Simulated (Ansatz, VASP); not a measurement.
**Two plane-wave programs on ZnCu2SnS4**

File INCAR:

```
PREC = Accurate
ENCUT = 520
EDIFF = 1E-7
ISMEAR = 0
SIGMA = 0.01
LREAL = F
LASPH = T
NELM = 100
ALGO = Normal
ISIF = 2
LWAVE = F
LCHARG = F
GGA = PE
NBANDS = 46
```

Contents of KPOINTS:

```
Automatic mesh
0
Gamma
  6 6 6
```

File POSCAR:

```
ZnCu2SnS4
1.0
   -2.7528554161      2.7528554161      5.4961871338
    2.7528554161     -2.7528554161      5.4961871338
    2.7528554161      2.7528554161     -5.4961871338
Zn Cu Sn S
1 2 1 4
Direct
    0.2500000000      0.7500000000      0.5000000000
    0.0000000000      0.0000000000      0.0000000000
    0.7500000000      0.2500000000      0.5000000000
    0.5000000000      0.5000000000      0.0000000000
    0.3716100000      0.8844100000      0.9996000000
    0.1155900000      0.1151900000      0.4872000000
    0.8848100000      0.3720100000      0.0004000000
    0.6279900000      0.6283900000      0.5128000000
```

Input for Ansatz:

```yaml
crystal:
  lattice:
    - [-2.7528554161198033, 2.7528554161198033, 5.496187133843698]
    - [2.7528554161198033, -2.7528554161198033, 5.496187133843698]
    - [2.7528554161198033, 2.7528554161198033, -5.496187133843698]
  atoms:
    - { symbol: Zn, position: [0.25, 0.75, 0.5] }
    - { symbol: Cu, position: [0.0, 0.0, 0.0] }
    - { symbol: Cu, position: [0.75, 0.25, 0.5] }
    - { symbol: Sn, position: [0.5, 0.5, 0.0] }
    - { symbol: S, position: [0.37161, 0.88441, 0.9996] }
    - { symbol: S, position: [0.11559, 0.11519, 0.4872] }
    - { symbol: S, position: [0.88481, 0.37201, 0.0004] }
    - { symbol: S, position: [0.62799, 0.62839, 0.5128] }
basis:
  ecutwfc: 510.0
kpoints:
  mp_grid:
    grid: [6, 6, 6]
hamiltonian:
  xc: pbe
  pseudopotentials:
    kind: paw
scf:
  occupations:
    method: fixed
output:
  stress: true
```

Alike in both runs: task single point; functional PBE; k mesh 6 × 6 × 6; no spin polarisation.

|  | VASP | Ansatz |
| --- | --- | --- |
| version | VASP 6.6.1 | Ansatz 0.2.0 |
| potentials or method | VASP PAW PBE potentials, release 64 (Zn, Cu, Sn_d, S), cutoff 520 eV | plane waves, PAW |
| occupations | gaussian, width 0.01 eV | fixed |
| valence electrons in the cell | 72 | 88 |

Ansatz gave:

- pressure (GPa): -0.8
- traceless stress, the component that is largest in VASP (GPa): -0.07

Task: Which values does VASP return?

Result: Pressure (GPa): -0.7; traceless stress, the component that is largest in VASP (GPa): -0.07.

VASP's potentials hold 72 valence electrons a cell and Ansatz's 88, so a difference there can come from the potentials and not from the codes.
